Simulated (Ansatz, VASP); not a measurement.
# BiTe in VASP and in Ansatz

INCAR

```
SYSTEM = BiTe
ALGO = Normal
EDIFF = 1E-6
ENCUT = 520
GGA = RE
ISIF = 2
ISMEAR = -5
IVDW = 13
LASPH = .TRUE.
LCHARG = .FALSE.
LNONCOLLINEAR = .TRUE.
LORBIT = 11
LREAL = .FALSE.
LWAVE = .FALSE.
MAGMOM = 0 0 0.5 0 0 0
NBANDS = 33
NELM = 150
PREC = Accurate
SIGMA = 0.05
```

The input KPOINTS:

```
k-points
0
G
  7 7 7
  0 0 0
```

POSCAR

```
BiTe
1.0
    0.0000000000      3.2564244654      3.2564244654
    3.2564244654      0.0000000000      3.2564244654
    3.2564244654      3.2564244654      0.0000000000
Bi Te
1 1
Direct
    0.0000000000      0.0000000000      0.0000000000
    0.5000000000      0.5000000000      0.5000000000
```

File input.yaml:

```yaml
crystal:
  lattice:
    - [0.0, 3.2564244654, 3.2564244654]
    - [3.2564244654, 0.0, 3.2564244654]
    - [3.2564244654, 3.2564244654, 0.0]
  atoms:
    - { symbol: Bi, position: [0.0, 0.0, 0.0], spin: 0.5, spin_axis: [0.0, 0.0, 0.5] }
    - { symbol: Te, position: [0.5, 0.5, 0.5] }
hamiltonian:
  xc: revpbe
  pseudopotentials: { kind: paw }
  dispersion: d4
magnetization:
  noncollinear: true
  spin_orbit: false
kpoints:
  mp_grid: { grid: [7, 7, 7] }
scf:
  occupations: { method: tetrahedron }
output:
  forces: true
  stress: true
```

Alike in both runs: task single point; functional revPBE; dispersion D4; k mesh 7 × 7 × 7; occupations tetrahedron; non-collinear spin.

|  | VASP | Ansatz |
| --- | --- | --- |
| version | VASP 6.6.1 | Ansatz 0.2.0 |
| potentials or method | VASP PAW PBE potentials, release 64 (Bi_d, Te) | Ansatz PAW |
| plane-wave cutoff (eV) | 520 | 420 |
| valence electrons in the cell | 21 | 31 |

Ansatz gave:

| Item | Value |
| --- | --- |
| gap on the k mesh at the Fermi level (eV) | none |
| pressure (GPa) | -2.6 |
| traceless stress, the component that is largest in VASP (GPa) | 0.00 |
| net moment per atom (μB) | 0.00 |
| size of the moment on the site where the two differ most (μB) | 0.00 |

Task: Which values does VASP return?

Result: gap on the k mesh at the Fermi level (eV): none; pressure (GPa): -2.7; traceless stress, the component that is largest in VASP (GPa): -0.08; net moment per atom (μB): 0.14; size of the moment on the site where the two differ most (μB): 0.13.

The net moments are unlike, so the other rows may belong to different states. VASP's potentials were made for PBE, not for revPBE. Site moments also hang on the region over which each program counts them. A gap of «none» marks a metal or a gap that the smearing closes. VASP's potentials hold 21 valence electrons a cell and Ansatz's 31, so a difference there can come from the potentials and not from the codes.

Neither program's run includes spin-orbit coupling.
